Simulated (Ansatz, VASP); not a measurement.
## Si in VASP and in Ansatz

```
Si
1.0
     0.00000    2.72212    2.72212
     2.72212    0.00000    2.72212
     2.72212    2.72212    0.00000
Si
2
Direct
  0.00000 0.00000 0.00000
  0.25000 0.25000 0.25000
```

Alike in both runs: task single point; functional r2SCAN; k mesh 8 × 8 × 8; no spin polarisation.

```csv
,VASP,Ansatz
version,VASP 6.6.1,Ansatz 0.2.0
potentials or method,"VASP PAW PBE potentials, release 64 (Si)","plane waves, PAW"
plane-wave cutoff (eV),520,500
occupations,"gaussian, width 0.01 eV",fixed
valence electrons in the cell,8,8
```

VASP gave:

* gap on the k mesh at the Fermi level (eV): 0.83
* pressure (GPa): -0.2

Question: What did Ansatz give for the same quantities?

Answer: gap on the k mesh at the Fermi level (eV): 0.81; pressure (GPa): 0.0.

VASP's potentials were made for PBE, not for r2SCAN.
